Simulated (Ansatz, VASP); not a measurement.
**HfTi4Si in VASP and in Ansatz**

```
Hf Ti Si
1.0
     6.20519    0.00000    0.00000
     0.00000    6.20519    0.00000
     0.00000    0.00000    3.02124
Hf Ti Si
1 4 1
Direct
  0.00000 0.00000 0.50000
  0.17698 0.50000 0.50000
  0.82302 0.50000 0.50000
  0.50000 0.17698 0.50000
  0.50000 0.82302 0.50000
  0.50000 0.50000 0.00000
```

Alike in both runs: functional PBE; k mesh 4 × 4 × 4; occupations gaussian, width 0.1 eV; no spin polarisation.

Ansatz relaxed the structure, and its values are those at the end. VASP's run is a single point on that final structure, the one shown.

```csv
,VASP,Ansatz
version,VASP 6.6.1,Ansatz 0.2.0
potentials or method,"VASP PAW PBE potentials, release 64 (Hf_pv, Ti_sv, Si), cutoff 520 eV","scalar-relativistic, plane waves, PAW"
valence electrons in the cell,62,78
```

Ansatz gave:

```
gap on the k mesh at the Fermi level (eV) : none
pressure (GPa)                            : -0.1
rms of the force components (eV/Å)        : 0.014
```

Question: Estimate VASP's values.

Answer: gap on the k mesh at the Fermi level (eV): none; pressure (GPa): -0.1; rms of the force components (eV/Å): 0.063.

A gap of «none» marks a metal or a gap that the smearing closes. VASP's potentials hold 62 valence electrons a cell and Ansatz's 78, so a difference there can come from the potentials and not from the codes.

The k mesh is coarse, so the values compare programs but aren't converged. Spin-orbit coupling is off throughout.
